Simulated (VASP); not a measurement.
The system is MgF2.

```
CELL_PARAMETERS angstrom
4.69760 0.00000 0.00000
0.00000 4.69760 0.00000
0.00000 0.00000 3.09307
ATOMIC_POSITIONS crystal
Mg 0.00000 0.00000 0.00000
Mg 0.50000 0.50000 0.50000
F 0.30356 0.30356 0.00000
F 0.19644 0.80356 0.50000
F 0.69644 0.69644 0.00000
F 0.80356 0.19644 0.50000
```

- Program: VASP 6.6.1
- Task: relaxation of cell and atoms
- Functional: LDA
- Potentials or basis: VASP PAW LDA potentials, release 64 (Mg, F)
- Cutoff: 600 eV
- k mesh: 6 × 6 × 8
- Occupations: fermi-dirac, width 0.02 eV
- Spin: no spin polarisation

At the start: pressure -10.1 GPa; volume 11.38 Å³/atom.

Q: Where does the relaxation end?

A: Over 7 steps the energy falls by 39.8 meV/atom and the volume is 10.23 Å³/atom (-10.1 %); space group P4_2/mnm (No. 136, to 0.1 Å) before and after.

Step by step:
| step | energy change (eV) | largest force (eV/Å) | pressure (GPa) | volume (Å³) |
| --- | --- | --- | --- | --- |
| 1 | 0.0000 | 0.0717 | -10.12 | 68.26 |
| 2 | -0.2338 | 0.1586 | 0.20 | 61.40 |
| 3 | -0.2340 | 0.1529 | -0.08 | 61.53 |
| 4 | -0.2385 | 0.0406 | -0.01 | 61.39 |
| 5 | -0.2389 | 0.0085 | 0.05 | 61.33 |
| 6 | -0.2389 | 0.0055 | 0.05 | 61.33 |
| 7 | -0.2390 | 0.0033 | -0.02 | 61.36 |

Final structure:
```
Mg F
1.0
     4.52418    0.00000    0.00000
     0.00000    4.52418    0.00000
     0.00000    0.00000    2.99802
Mg F
2 4
Direct
  0.00000 0.00000 0.00000
  0.50000 0.50000 0.50000
  0.30254 0.30254 0.00000
  0.19746 0.80254 0.50000
  0.69746 0.69746 0.00000
  0.80254 0.19746 0.50000
```
